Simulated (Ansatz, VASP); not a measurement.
Two plane-wave programs on MgO

```xyz
4
Lattice="3.4841 0.0000 0.0000 -1.7421 3.0173 0.0000 0.0000 0.0000 4.1020" Properties=species:S:1:pos:R:3 pbc="T T T"
Mg    1.7421    1.0058    3.0765
Mg    0.0000    2.0115    1.0255
O     1.7421    1.0058    1.0255
O     0.0000    2.0115    3.0765
```

Change from the starting cell: strain -0.0200 x Voigt [0, 0, 1, 0, 0, 0], atoms carried along.

Alike in both runs: task single point; functional r2SCAN; k mesh 6 × 6 × 6; occupations gaussian, width 0.05 eV; no spin polarisation.

|  | VASP | Ansatz |
| --- | --- | --- |
| version | VASP 6.6.1 | Ansatz 0.2.0 |
| potentials or method | VASP PAW PBE potentials, release 64 (Mg, O), cutoff 520 eV | scalar-relativistic, plane waves, PAW |
| valence electrons in the cell | 16 | 32 |

```csv
,VASP,Ansatz,Ansatz less VASP
gap on the k mesh at the Fermi level (eV),4.20,4.22,+0.012
least direct gap on the mesh (eV),4.20,4.22,+0.012
pressure (GPa),2.4,3.2,+0.80
"traceless stress, the component that is largest in VASP (GPa)",2.84,3.02,+0.180
```

VASP's potentials were made for PBE, not for r2SCAN. The functional is the same, so the differences come from potentials, cutoffs and numerics. VASP's potentials hold 16 valence electrons a cell and Ansatz's 32, so a difference there can come from the potentials and not from the codes.
